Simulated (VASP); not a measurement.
Write the native input for VASP 6.6.1 that does the following.

| Quantity | Value |
| --- | --- |
| Task | single point |
| Functional | PBE |
| Dispersion | D3(BJ) |
| Potentials or basis | VASP PAW PBE potentials, release 64 (Cd, S) |
| Cutoff | 500 eV |
| k mesh | 12 × 12 × 12 |
| Occupations | methfessel-paxton, width 0.01 eV |
| Spin | no spin polarisation |
| Dipole correction | no |
| Further INCAR settings | ALGO = Normal; EDIFF = 1e-06; NBANDS = 16 |

The structure of CdS lies in POSCAR:

```
CdS
1.0
    0.0000000000      2.7197442634      2.7197442634
    2.7197442634      0.0000000000      2.7197442634
    2.7197442634      2.7197442634      0.0000000000
Cd S
1 1
Direct
    0.0000000000      0.0000000000      0.0000000000
    0.5000000000      0.5000000000      0.5000000000
```

These files were run (other wordings do the same):

INCAR

```
SYSTEM = CdS
PREC = Accurate ; ENCUT = 500
EDIFF = 1E-6 ; ISMEAR = 1
SIGMA = 0.01 ; LREAL = .FALSE.
LASPH = .TRUE. ; NELM = 120
ALGO = Normal ; ISIF = 2
LWAVE = .FALSE. ; LCHARG = .FALSE.
GGA = PE ; IVDW = 12
NBANDS = 16 ; GGA_COMPAT = .FALSE.
```

KPOINTS

```
regular mesh
0
G
  12 12 12
  0 0 0
```

Potentials or basis: VASP PAW PBE potentials, release 64 (Cd, S).

Command:

```bash
$ cat potpaw_PBE.64/Cd/POTCAR potpaw_PBE.64/S/POTCAR > POTCAR
$ mpirun -np 1 vasp_std > vasp.out
```

Results of the run:

```yaml
Pressure: -0.4 GPa
Band_gap_on_the_k_mesh: 0.25 eV, indirect (least direct gap 1.77 eV)
Dispersion_energy_per_atom: -0.387 eV
```

Run time: 24 s on 1 thread of Intel(R) Xeon(R) Platinum 8375C CPU @ 2.90GHz (Ice Lake), with other jobs on the host, peak memory 0.19 GiB.
